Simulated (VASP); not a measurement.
# TiCo (Pm-3m) in VASP: notebook, part 2 of 2

VASP 6.6.1.

### 3 Single point, PBE, collinear spin, ferromagnetic start (14.10 Å³/atom)

This run uses another cell than the first one, of 14.10 Å³/atom.

Input file INCAR:

```
PREC = Accurate
ENCUT = 520
EDIFF = 1E-6
ISMEAR = 0
SIGMA = 0.1
LREAL = False
LASPH = True
NELM = 150
ALGO = Normal
ISIF = 2
LWAVE = False
LCHARG = False
ISPIN = 2
MAGMOM = 0 1.09
LORBIT = 11
LMAXMIX = 4
GGA = PE
NBANDS = 22
```

Input file KPOINTS:

```
Automatic mesh
0
Gamma
  14 14 14
```

Input file POSCAR:

```
TiCo
1.0
    3.0441430785      0.0000000000      0.0000000000
    0.0000000000      3.0441430785      0.0000000000
    0.0000000000      0.0000000000      3.0441430785
Ti Co
1 1
Direct
    0.0000000000      0.0000000000      0.0000000000
    0.5000000000      0.5000000000      0.5000000000
```

Potentials or basis: VASP PAW PBE potentials, release 64 (Ti_sv, Co).

The run is started by

```sh
> cat potpaw_PBE.64/Ti_sv/POTCAR potpaw_PBE.64/Co/POTCAR > POTCAR
> mpirun -np 1 vasp_std > vasp.out
```

OUTCAR:

```text
PREC = Accurate
   ENCUT = 520
   EDIFF = 1E-6
   ISMEAR = 0
   LREAL = False
   LASPH = True
   NELM = 150
   ISIF = 2
   ISPIN = 2
   LORBIT = 11
   GGA = PE

 ion  position               nearest neighbor table
   1  0.000  0.000  0.000-   2 2.64   2 2.64   2 2.64   2 2.64   2 2.64   2 2.64   2 2.64   2 2.64

   2  0.500  0.500  0.500-   1 2.64   1 2.64   1 2.64   1 2.64   1 2.64   1 2.64   1 2.64   1 2.64

  LATTYP: Found a simple cubic cell.
 ALAT       =     3.0441430785

  Lattice vectors:

 A1 = (   3.0441430785,   0.0000000000,   0.0000000000)
 A2 = (   0.0000000000,   3.0441430785,   0.0000000000)
 A3 = (   0.0000000000,   0.0000000000,   3.0441430785)

Analysis of symmetry for initial positions (statically):
=====================================================================
 Subroutine PRICEL returns:
 Original cell was already a primitive cell.

 Routine SETGRP: Setting up the symmetry group for a
 simple cubic supercell.

 Subroutine GETGRP returns: Found 48 space group operations
 (whereof 48 operations were pure point group operations)
 out of a pool of 48 trial point group operations.

The static configuration has the point symmetry O_h .

Analysis of symmetry for dynamics (positions and initial velocities):
=====================================================================
 Subroutine PRICEL returns:
 Original cell was already a primitive cell.

 Routine SETGRP: Setting up the symmetry group for a
 simple cubic supercell.

 Subroutine GETGRP returns: Found 48 space group operations
 (whereof 48 operations were pure point group operations)
 out of a pool of 48 trial point group operations.

The dynamic configuration has the point symmetry O_h .

Analysis of structural, dynamic, and magnetic symmetry:
=====================================================================
 Subroutine PRICEL returns:
 Original cell was already a primitive cell.

 Routine SETGRP: Setting up the symmetry group for a
 simple cubic supercell.

 Subroutine GETGRP returns: Found 48 space group operations
[... 147 lines left out ...]
  ---------------------------------------------------
  free energy    TOTEN  =       -15.63047177 eV

  energy without entropy =      -15.62175574  energy(sigma->0) =      -15.62611375

 E-fermi :   9.1716     XC(G=0): -12.2701

 val. band max:        9.1684031860   @ k =   0.3571   0.2143   0.2143
 cond. band min:       9.1743399122   @ k =   0.3571   0.3571   0.0000
 fundamental gap:      0.0059367263
 Fermi energy:         9.1716340527

 spin component 1

 k-point     1 :       0.0000    0.0000    0.0000
  band No.  band energies     occupation
      1     -48.0257      1.00000
      2     -24.1324      1.00000
      3     -24.1324      1.00000
      4     -24.1324      1.00000
      5       1.7642      1.00000
      6       5.2546      1.00000
[... 589 lines left out ...]
     21      26.6881      0.00000
     22      27.9254      0.00000

 [... further k-points ...]

 spin component 2

 k-point     1 :       0.0000    0.0000    0.0000
  band No.  band energies     occupation
      1     -48.0784      1.00000
      2     -24.1864      1.00000
      3     -24.1864      1.00000
      4     -24.1864      1.00000
      5       1.7329      1.00000
      6       6.0059      1.00000
[... 589 lines left out ...]
     21      26.5608      0.00000
     22      27.9743      0.00000

 [... further k-points ...]

------------------------ aborting loop because EDIFF is reached ----------------------------------------

  FORCE on cell =-STRESS in cart. coord.  units (eV):
  Direction    XX          YY          ZZ          XY          YZ          ZX
  --------------------------------------------------------------------------------------
  -------------------------------------------------------------------------------------
  Total       -1.5234182     -1.5234182     -1.5234182      0.0000000     -0.0000000      0.0000000
  in kB      -86.5235909    -86.5235909    -86.5235909      0.0000000     -0.0000000      0.0000000
  external PRESSURE =     -86.5235909 kB  Pullay stress =       0.0000000 kB

 VOLUME and BASIS-vectors are now :
 -----------------------------------------------------------------------------
  energy-cutoff  :      520.00
  volume of cell :       28.21
      direct lattice vectors                 reciprocal lattice vectors
     3.044143078  0.000000000  0.000000000     0.328499671  0.000000000  0.000000000
     0.000000000  3.044143078  0.000000000     0.000000000  0.328499671  0.000000000
     0.000000000  0.000000000  3.044143078     0.000000000  0.000000000  0.328499671

 POSITION                                       TOTAL-FORCE (eV/Angst)
 -----------------------------------------------------------------------------------
      0.00000      0.00000      0.00000         0.000000      0.000000      0.000000
      1.52207      1.52207      1.52207         0.000000      0.000000      0.000000
 -----------------------------------------------------------------------------------
    total drift:                                0.000000      0.000000     -0.000000

  FREE ENERGIE OF THE ION-ELECTRON SYSTEM (eV)
  ---------------------------------------------------
  free  energy   TOTEN  =       -15.6304717727 eV

  energy  without entropy=      -15.6217557362  energy(sigma->0) =      -15.62611375

 total charge

# of ion       s       p       d       tot
------------------------------------------
    1        2.235   6.161   1.812  10.208
    2        0.505   0.427   7.264   8.195
--------------------------------------------------
tot          2.739   6.588   9.076  18.403

 magnetization (x)

# of ion       s       p       d       tot
------------------------------------------
    1       -0.003  -0.015  -0.058  -0.076
    2        0.029  -0.007   1.037   1.059
--------------------------------------------------
tot          0.026  -0.022   0.978   0.983
```

stdout:

```text
POSCAR found type information on POSCAR TiCo
 POSCAR found :  2 types and       2 ions
 scaLAPACK will be used
 LDA part: xc-table for (Slater+PW92), standard interpolation
 POSCAR, INCAR and KPOINTS ok, starting setup
 FFT: planning ... GRIDC
 FFT: planning ... GRID_SOFT
 FFT: planning ... GRID
 WAVECAR not read
 entering main loop
```

It took 2.3 min on 1 thread of Intel Xeon 8259CL, shared host; peak memory 0.23 GiB.

Results:

- Free energy: -15.6305 eV
- Pressure: -8.7 GPa
- Net moment: 0.91 μB per cell
- Site moments: Ti -0.08; Co +1.06 μB
- Valence electrons inside the program's atomic spheres: Ti 10.21; Co 8.20

Caveat: the cell stands under tension.

### 4 Single point, PBE, collinear spin, ferromagnetic start (14.64 Å³/atom)

This run uses another cell than the first one, of 14.64 Å³/atom.

Input file INCAR:

```
SYSTEM = TiCo
PREC     = Accurate       ! precision mode
ENCUT    = 520            ! plane-wave cutoff, eV
EDIFF    = 1E-7           ! SCF threshold, eV
ISMEAR   = 0              ! smearing method
SIGMA    = 0.1            ! smearing width, eV
LREAL    = .FALSE.        ! projectors in reciprocal space
LASPH    = .TRUE.         ! aspherical terms in the spheres
NELM     = 150            ! most SCF steps
ALGO     = Normal         ! electronic algorithm
ISIF     = 2              ! what is computed and relaxed
LWAVE    = .FALSE.        ! write WAVECAR
LCHARG   = .FALSE.        ! write CHGCAR
ISPIN    = 2              ! spin polarisation
MAGMOM   = 0 1.09         ! initial moments
LORBIT   = 11             ! projections on sites
LMAXMIX  = 4              ! l up to which the mixer works
GGA      = PE             ! functional
NBANDS   = 22             ! bands
```

Input file KPOINTS:

```
regular mesh
0
G
  14 14 14
  0 0 0
```

Input file POSCAR:

```
TiCo
1.0
    3.0819623875      0.0000000000      0.0000000000
    0.0000000000      3.0819623875      0.0000000000
    0.0000000000      0.0000000000      3.0819623875
Ti Co
1 1
Direct
    0.0000000000      0.0000000000      0.0000000000
    0.5000000000      0.5000000000      0.5000000000
```

The run is started by

```sh
> cat potpaw_PBE.64/Ti_sv/POTCAR potpaw_PBE.64/Co/POTCAR > POTCAR
> mpirun -np 1 vasp_std > vasp.out
```

It took 2.6 min on 1 thread of Intel Xeon 8259CL, shared host; peak memory 0.24 GiB.

It converged, with:

- Free energy: -15.5575 eV
- Pressure: -13.1 GPa
- Net moment: 0.91 μB per cell
- Site moments: Ti -0.11; Co +1.12 μB
- Valence electrons inside the program's atomic spheres: Ti 10.16; Co 8.14

Levels at points of the mesh, in eV from the Fermi level:
Spin up:
| k point | band 8 | band 9 | band 10 | band 11 | band 12 | band 13 | band 14 | band 15 |
| --- | --- | --- | --- | --- | --- | --- | --- | --- |
| (0.00, 0.00, 0.00) | -1.77 | -1.77 | -1.77 | 0.43 | 0.43 | 2.40 | 2.40 | 2.40 |
| (0.50, 0.00, 0.00) | -1.88 | -1.88 | -1.47 | -0.79 | -0.46 | 0.68 | 0.68 | 2.05 |
| (0.50, 0.50, 0.00) | -2.48 | -1.58 | -0.86 | 0.57 | 0.57 | 1.01 | 2.17 | 2.17 |
| (0.50, 0.50, 0.50) | -1.76 | -1.76 | -1.76 | -1.56 | -1.56 | 2.90 | 2.90 | 6.19 |
Spin down:
```
           k point  band 8  band 9  band 10  band 11  band 12  band 13
(0.00, 0.00, 0.00)   -1.10   -1.10    -1.10     1.00     1.00     2.44
(0.50, 0.00, 0.00)   -1.17   -1.17    -0.71    -0.67     0.62     0.62
(0.50, 0.50, 0.00)   -1.96    0.19     0.39     0.49     0.49     1.14
(0.50, 0.50, 0.50)   -1.82   -1.82    -1.82     0.21     0.21     2.75
```

Caveat: the cell stands under tension.

### 5 The runs side by side

| cell | gap on the mesh (eV) | pressure (GPa) | moment (μB) |
| --- | --- | --- | --- |
| a = 3.015 Å, 2 atoms | none | -4.9 | 0.90 |
| a = 3.044 Å, 2 atoms | none | -8.7 | 0.91 |
| a = 3.082 Å, 2 atoms | none | -13.1 | 0.91 |

Alike in all rows: task single point; level PBE; potentials or basis VASP PAW PBE potentials, release 64 (Ti_sv, Co); spin collinear, ferromagnetic start; k mesh 14 × 14 × 14; cutoff (eV) 520; smearing gaussian 0.1 eV.

Caveats: the cell stands under tension.

Total energies depend on the potentials used, so only differences within one code and one set of settings carry meaning.
